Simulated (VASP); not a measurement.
Input of a VASP 6.6.1 run:

INCAR

```
PREC = Accurate
ENCUT = 520
EDIFF = 1E-7
ISMEAR = 0
SIGMA = 0.1
LREAL = False
LASPH = True
NELM = 150
ALGO = Normal
ISIF = 2
LWAVE = False
LCHARG = True
ISPIN = 2
MAGMOM = 1 0 0 0
LORBIT = 11
LMAXMIX = 4
GGA = PE
LELF = True
LVHAR = True
NBANDS = 22
```

KPOINTS

```
regular mesh
0
Gamma
  4 4 4
```

File POSCAR:

```
TiAl3
1.0
    3.9312338794      0.0000000000      0.0000000000
    0.0000000000      3.9312338794      0.0000000000
    0.0000000000      0.0000000000      6.3924547210
Ti Al
1 3
Direct
    0.5000000000      0.5000000000      0.9905789425
    0.5000000000      0.0000000000      0.2727641776
    0.0000000000      0.5000000000      0.2727641776
    0.5000000000      0.5000000000      0.5625888422
```

Potentials or basis: VASP PAW PBE potentials, release 64 (Ti_sv, Al).

Launch:

```sh
$ cat potpaw_PBE.64/Ti_sv/POTCAR potpaw_PBE.64/Al/POTCAR > POTCAR
$ mpirun -np 1 vasp_std > vasp.out
```

Predict the net moment.

0.32 μB per cell.

Predict the pressure.

0.3 GPa.

Stress tensor (GPa, compression positive):
```
0.40 0.00 0.00
0.00 0.40 0.00
0.00 0.00 0.13
```

Caveat: the k points lie up to 0.40 Å⁻¹ apart.
